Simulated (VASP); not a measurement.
In, 1 atom in the cell. Symmetry: Fm-3m, No. 225, cubic system. Conventional cell: a = 4.774 Å, b = 4.774 Å, c = 4.774 Å, α = 90.00°, β = 90.00°, γ = 90.00°. In (site symmetry m-3m) has 12 In at 3.38 Å within 4.4 Å. This isn't the form of In at room conditions, which is tetragonal.

* Program: VASP 6.6.1
* Task: single point
* Functional: r2SCAN
* Potentials or basis: VASP PAW PBE potentials, release 64 (In_d)
* Cutoff: 550 eV
* k mesh: 16 × 16 × 16
* Occupations: gaussian, width 0.05 eV
* Spin: no spin polarisation
* Dipole correction: no
* Further INCAR settings: ALGO = Normal; EDIFF = 1e-06; NBANDS = 12

Potentials or basis: VASP PAW PBE potentials, release 64 (In_d).

Command:

```bash
$ cat potpaw_PBE.64/In_d/POTCAR > POTCAR
$ cp INCAR.step1 INCAR
$ mpirun -np 1 vasp_std > vasp.out
$ cp INCAR.step2 INCAR
$ mpirun -np 1 vasp_std > vasp.out
```

Hardware: 1 thread of Intel(R) Xeon(R) Platinum 8259CL CPU @ 2.50GHz (Skylake/Cascade Lake) (shared host).

Q: How long does it take, and how much memory?

A: Wall time 2.6 min on 1 thread of Intel(R) Xeon(R) Platinum 8259CL CPU @ 2.50GHz (Skylake/Cascade Lake) (shared host), peak memory 0.2 GiB. Counts: k points 145.
